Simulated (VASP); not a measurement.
Write the native input for VASP 6.6.1 that does the following.

| Quantity | Value |
| --- | --- |
| Task | single point |
| Functional | LDA |
| Potentials or basis | VASP PAW LDA potentials, release 64 (Mo_sv, Si) |
| Cutoff | 520 eV |
| k mesh | 7 × 7 × 4 |
| Occupations | fermi-dirac, width 0.05 eV |
| Spin | no spin polarisation |
| Dipole correction | no |
| Further INCAR settings | ALGO = Normal; EDIFF = 1e-07; NBANDS = 43 |

The structure of Si2Mo lies in POSCAR:

```
Si2Mo
1.0
    4.5508702000      0.0000000000      0.0000000000
   -2.2754351000      3.9411692025      0.0000000000
    0.0000000000      0.0000000000      6.5305993290
Mo Si
3 6
Direct
    0.5000000000      0.5000000000      0.8333333333
    0.0000000000      0.5000000000      0.1666666667
    0.5000000000      0.0000000000      0.5000000000
    0.1642214399      0.3284428798      0.5000000000
    0.6715571202      0.8357785601      0.1666666667
    0.8357785601      0.1642214399      0.8333333333
    0.8357785601      0.6715571202      0.5000000000
    0.3284428798      0.1642214399      0.1666666667
    0.1642214399      0.8357785601      0.8333333333
```

These files were run (other wordings do the same):

INCAR

```
PREC     = Accurate       # precision mode
ENCUT    = 520            # plane-wave cutoff, eV
EDIFF    = 1E-7           # SCF threshold, eV
ISMEAR   = -1             # smearing method
SIGMA    = 0.05           # smearing width, eV
LREAL    = F              # projectors in reciprocal space
LASPH    = T              # aspherical terms in the spheres
NELM     = 60             # most SCF steps
ALGO     = Normal         # electronic algorithm
ISIF     = 2              # what is computed and relaxed
LWAVE    = F              # write WAVECAR
LCHARG   = F              # write CHGCAR
NBANDS   = 43             # bands
```

KPOINTS

```
Automatic mesh
0
Gamma
  7 7 4
```

Potentials or basis: VASP PAW LDA potentials, release 64 (Mo_sv, Si).

Command:

```sh
$ cat potpaw_LDA.64/Mo_sv/POTCAR potpaw_LDA.64/Si/POTCAR > POTCAR
$ mpirun -np 1 vasp_std > vasp.out
```

It gave:

```json
{
  "Pressure": "0.7 GPa",
  "Largest force": "0.006 eV/Å",
  "Band gap on the k mesh": "0.24 eV, indirect (least direct gap 0.62 eV)"
}
```

Run time: 100 s on 1 thread of Intel(R) Xeon(R) Platinum 8488C (Sapphire Rapids) (shared host), peak memory 0.24 GiB.
